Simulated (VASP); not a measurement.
# NaH (P-6m2) in VASP: relaxation of cell and atoms with PBE

Aim: the relaxation of cell and atoms of NaH with PBE.

All numbers are computed with VASP 6.6.1; they aren't measurements. Logs are shortened: lines on timing, memory, paths and dates and some standing lists are left out, and cuts for length are marked.

## 1. The cell of the first run

The structure is hexagonal, space group P-6m2 (No. 187). The conventional cell has a = 2.809 Å, b = 2.809 Å, c = 2.735 Å, α = 90.00°, β = 90.00°, γ = 120.00°. Na (site symmetry -6m2) has 6 H at 2.12 Å and 8 Na at 2.73 to 2.81 Å within 2.9 Å. H (site symmetry -6m2) has 6 Na at 2.12 Å and 8 H at 2.73 to 2.81 Å within 2.9 Å.

The cell was generated, and may not be a known phase.

## 2. Relaxation of cell and atoms, PBE

INCAR reads:

```
SYSTEM = NaH
PREC = Accurate ; ENCUT = 1130
EDIFF = 1E-7 ; ISMEAR = 0
SIGMA = 0.1 ; LREAL = .FALSE.
LASPH = .TRUE. ; NELM = 120
ALGO = Normal ; ISIF = 3
LWAVE = .FALSE. ; LCHARG = .FALSE.
GGA = PE ; IBRION = 2
NSW = 90 ; EDIFFG = -0.04
GGA_COMPAT = .FALSE. ; NELMIN = 4
```

KPOINTS reads:

```
Automatic mesh
0
G
  6 6 6
  0 0 0
```

POSCAR reads:

```
NaH
1.0
    2.8088342500      0.0000000000      0.0000000000
   -1.4044171200      2.4325218100      0.0000000000
    0.0000000000      0.0000000000      2.7345897400
Na H
1 1
Direct
    0.3333333300      0.6666666700      0.5000000000
    0.6666666700      0.3333333300      0.0000000000
```

Potentials or basis: VASP PAW PBE potentials, release 64 (Na_sv, H).

Started as:

```bash
$ cat potpaw_PBE.64/Na_sv/POTCAR potpaw_PBE.64/H/POTCAR > POTCAR
$ mpirun -np 1 vasp_std > vasp.out
```

OUTCAR:

```text
SYSTEM = NaH
   PREC = Accurate
   ENCUT = 1130
   EDIFF = 1E-7
   ISMEAR = 0
   LREAL = .FALSE.
   LASPH = .TRUE.
   NELM = 120
   ISIF = 3
   GGA = PE
   IBRION = 2
   NSW = 90
   EDIFFG = -0.04
   NELMIN = 4

 ion  position               nearest neighbor table
   1  0.333  0.667  0.500-
   2  0.667  0.333  0.000-

  LATTYP: Found a hexagonal cell.
 ALAT       =     2.8088342500
 C/A-ratio  =     0.9735675005

  Lattice vectors:

 A1 = (   2.8088342500,   0.0000000000,   0.0000000000)
 A2 = (  -1.4044171200,   2.4325218100,   0.0000000000)
 A3 = (   0.0000000000,   0.0000000000,   2.7345897400)

Analysis of symmetry for initial positions (statically):
=====================================================================
 Subroutine PRICEL returns:
 Original cell was already a primitive cell.

 Routine SETGRP: Setting up the symmetry group for a
 hexagonal supercell.

 Subroutine GETGRP returns: Found 12 space group operations
 (whereof 12 operations were pure point group operations)
 out of a pool of 24 trial point group operations.

The static configuration has the point symmetry D_3h.

Analysis of symmetry for dynamics (positions and initial velocities):
=====================================================================
 Subroutine PRICEL returns:
 Original cell was already a primitive cell.

 Routine SETGRP: Setting up the symmetry group for a
 hexagonal supercell.

 Subroutine GETGRP returns: Found 12 space group operations
 (whereof 12 operations were pure point group operations)
 out of a pool of 24 trial point group operations.

The dynamic configuration has the point symmetry D_3h.

 Subroutine INISYM returns: Found 12 space group operations
 (whereof 12 operations are pure point group operations),
 and found     1 'primitive' translations

----------------------------------------------------------------------------------------

                                     Primitive cell

  volume of cell :      18.6842

  direct lattice vectors                    reciprocal lattice vectors
     2.808834250  0.000000000  0.000000000     0.356019584  0.205548002  0.000000000
    -1.404417120  2.432521810  0.000000000     0.000000000  0.411096006  0.000000000
     0.000000000  0.000000000  2.734589740     0.000000000  0.000000000  0.365685567

  length of vectors
     2.808834250  2.808834243  2.734589740     0.411096005  0.411096006  0.365685567

  position of ions in fractional coordinates (direct lattice)
     0.333333330  0.666666670  0.500000000
[... 65 lines left out ...]
   ions per type =               1   1
   NGX,Y,Z   is equivalent  to a cutoff of  18.94, 18.94, 18.24 a.u.
   NGXF,Y,Z  is equivalent  to a cutoff of  37.88, 37.88, 36.48 a.u.
 SYSTEM =  NaH
   PREC   = accura    normal or accurate (medium, high low for compatibility)
   ISTART =      0    job   : 0-new  1-cont  2-samecut
   ICHARG =      2    charge: 1-file 2-atom 10-const
   ISPIN  =      1    spin polarized calculation?
   LNONCOLLINEAR =      F non collinear calculations
   LSORBIT =      F    spin-orbit coupling
   LASPH  =      T    aspherical Exc in radial PAW
   ENCUT  = 1130.0 eV  83.05 Ry    9.11 a.u.   7.70  7.70  7.50*2*pi/ulx,y,z
   NELM   =    120;   NELMIN=  4; NELMDL= -5     # of ELM steps
   EDIFF  = 0.1E-06   stopping-criterion for ELM
   LREAL  =      F    real-space projection
   EDIFFG = -.4E-01   stopping-criterion for IOM
   NSW    =     90    number of steps for IOM
   IBRION =      2    ionic relax: 0-MD 1-quasi-New 2-CG
   NFREE  =      1    steps in history (QN), initial steepest desc. (CG)
   ISIF   =      3    stress and relaxation
   ISYM   =      2    0-nonsym 1-usesym 2-fastsym
   POTIM  = 0.5000    time-step for ionic-motion
   TEBEG  =    0.0;   TEEND  =   0.0 temperature during run
   PSTRESS=    0.0 pullay stress
   NELECT =      10.0000    total number of electrons
   NUPDOWN=      -1.0000    fix difference up-down
   EMIN   =  10.00;   EMAX   =-10.00  energy-range for DOS
   EFERMI =   0.00;   METHOD = LEGACY
   ISMEAR =     0;   SIGMA  =   0.10  broadening in eV -4-tet -1-fermi 0-gaus
   EFERMI_NEDOS =   21; number of points for ismear=-14 and -15
   IALGO  =     38    algorithm
   IMIX   =      4    mixing-type and parameters
     AMIX     =   0.40;   BMIX     =  1.00
     AMIX_MAG =   1.60;   BMIX_MAG =  1.00
  volume/ion in A,a.u.               =       9.34        63.04
  Fermi-wavevector in a.u.,A,eV,Ry     =   1.329178  2.511782 24.037606  1.766714
  Thomas-Fermi vector in A             =   2.458360
   LORBIT       =      0    0 simple, 1 ext, 2 COOP (PROOUT), +10 PAW based schemes
   GGA     = PE    functional components
   LHFCALC =     F    Hartree Fock is set to
   AEXX    =    0.0000 exact exchange contribution
   IVDW    =     0    specifies the selected vdW correction
   LEPSILON=     F    determine dielectric tensor
   LRPA    =     F    only Hartree local field effects (RPA)
 conjugate gradient relaxation of ions
 non-spin polarized calculation
 Gauss-broadening in eV      SIGMA  =   0.10
  energy-cutoff  :     1130.00
  volume of cell :       18.68
 maximum number of plane-waves:      1629
 NGX is ok and might be reduce to    32
   NGX = 15   NGY = 15   NGZ = 15

--------------------------------------- Ionic step        1  -------------------------------------------

 number of electron      10.0000000 magnetization

 number of electron       9.9999999 magnetization

 Free energy of the ion-electron system (eV)
  ---------------------------------------------------
  ext. energy  EPLUGINS =         0.00000000
  ---------------------------------------------------
  free energy    TOTEN  =        -4.44654274 eV

  energy without entropy =       -4.44654274  energy(sigma->0) =       -4.44654274

 E-fermi :   2.8058     XC(G=0):  -9.1882

 val. band max:        2.1683847364   @ k =   0.3333   0.3333   0.5000
 cond. band min:       4.6939024808   @ k =   0.0000   0.0000   0.5000
 fundamental gap:      2.5255177444
 Fermi energy:         2.8058086066

 k-point     1 :       0.0000    0.0000    0.0000
  band No.  band energies     occupation
      1     -48.9702      2.00000
      2     -20.7218      2.00000
      3     -20.7218      2.00000
      4     -20.6839      2.00000
      5      -3.7253      2.00000
      6      13.7462      0.00000
      7      17.5101      0.00000
      8      17.7229      0.00000
      9      19.5007      0.00000
[... 491 lines left out ...]
--------------------------------------- Ionic step        7  -------------------------------------------

 number of electron      10.0000002 magnetization

 Free energy of the ion-electron system (eV)
  ---------------------------------------------------
  ext. energy  EPLUGINS =         0.00000000
  ---------------------------------------------------
  free energy    TOTEN  =        -4.88249864 eV

  energy without entropy =       -4.88249864  energy(sigma->0) =       -4.88249864

 E-fermi :   0.5581     XC(G=0):  -7.6610

 val. band max:        0.0589985773   @ k =   0.3333   0.3333   0.5000
 cond. band min:       2.3819184496   @ k =   0.0000   0.0000   0.5000
 fundamental gap:      2.3229198723
 Fermi energy:         0.5580554258

 k-point     1 :       0.0000    0.0000    0.0000
  band No.  band energies     occupation
      1     -51.1967      2.00000
      2     -23.0785      2.00000
      3     -23.0785      2.00000
      4     -23.0357      2.00000
      5      -4.3303      2.00000
      6       8.7858      0.00000
      7      12.6523      0.00000
      8      13.4513      0.00000
      9      13.5380      0.00000
[... 305 lines left out ...]
  FREE ENERGIE OF THE ION-ELECTRON SYSTEM (eV)
  ---------------------------------------------------
  free  energy   TOTEN  =        -4.8824986424 eV

  energy  without entropy=       -4.8824986424  energy(sigma->0) =       -4.88249864

 reached required accuracy - stopping structural energy minimisation
```

OSZICAR:

```text
N       E                     dE             d eps       ncg     rms          rms(c)
DAV:   1     0.147804838443E+03    0.14780E+03   -0.95000E+03   504   0.197E+03
DAV:   2     0.134895281878E+01   -0.14646E+03   -0.14249E+03   513   0.398E+02
DAV:   3    -0.480004989563E+01   -0.61490E+01   -0.61450E+01   874   0.990E+01
[... 68 lines left out ...]
DAV:   2    -0.488417633943E+01    0.31761E-02   -0.26105E-03   523   0.792E-01    0.403E-01
DAV:   3    -0.488249752745E+01    0.16788E-02   -0.13196E-03   522   0.532E-01    0.170E-02
DAV:   4    -0.488249753107E+01   -0.36184E-08   -0.21239E-05   637   0.770E-02    0.795E-03
DAV:   5    -0.488249861055E+01   -0.10795E-05   -0.28523E-06   571   0.271E-02    0.267E-03
DAV:   6    -0.488249864239E+01   -0.31839E-07   -0.60193E-07   510   0.141E-02
   7 F= -.48824986E+01 E0= -.48824986E+01  d E =-.398716E-02
```

CONTCAR:

```text
NaH
   1.00000000000000
     3.2999500351432558    0.0000000010312285    0.0000000000000000
    -1.6499750108043238    2.8578405526810333   -0.0000000000000000
    -0.0000000000000000   -0.0000000000000000    3.0153019237755725
  Na              H
     1     1
Direct
     0.3333333300000021    0.6666666699999979    0.5000000000000000
     0.6666666699999979    0.3333333300000021    0.0000000000000000

  0.00000000E+00  0.00000000E+00  0.00000000E+00
  0.00000000E+00  0.00000000E+00  0.00000000E+00
```

Wall time 56 s (1 thread of Intel Xeon 6975P-C (Granite Rapids), shared host); peak memory 0.17 GiB.

Results:

```yaml
Free_energy: -4.8825 eV
Relaxed_volume: 14.22 Å³/atom
Relaxed_cell: a = 3.300 Å, b = 3.300 Å, c = 3.015 Å, α = 90.00°, β = 90.00°, γ = 120.00°
Space_group_after_relaxing_to_0.1_Å: P-6m2 (No. 187)
Energy_gained_by_relaxing: 218.0 meV/atom
Ionic_steps: 7
Pressure_after_relaxing: 0.0 GPa
Band_gap_on_the_k_mesh: 2.32 eV (least direct gap 4.35 eV)
```

The path:
```
step  energy change (eV)  largest force (eV/Å)  pressure (GPa)  volume (Å³)
   1              0.0000                0.0000           20.05        18.68
   2             -0.2910                0.0000            8.56        22.03
   3             -0.4149                0.0000            2.12        25.90
   4             -0.4307                0.0000            0.40        27.75
   5             -0.4320                0.0000           -0.14        28.49
   6             -0.4351                0.0000           -0.07        28.46
   7             -0.4360                0.0000           -0.01        28.44
```

Final structure:
```cif
data_structure
_symmetry_space_group_name_H-M 'P 1'
_symmetry_Int_Tables_number 1
_cell_length_a 3.3000
_cell_length_b 3.3000
_cell_length_c 3.0153
_cell_angle_alpha 90.000
_cell_angle_beta 90.000
_cell_angle_gamma 120.000
_cell_volume 28.44
loop_
_atom_site_label
_atom_site_type_symbol
_atom_site_fract_x
_atom_site_fract_y
_atom_site_fract_z
_atom_site_occupancy
Na1 Na 0.33333 0.66667 0.50000 1
H1 H 0.66667 0.33333 0.00000 1
```

Caveat: the k points lie up to 0.37 Å⁻¹ apart in the final cell; the volume moved by over 15 % at a fixed basis, so the end points are rough. A k mesh can miss the band edges.
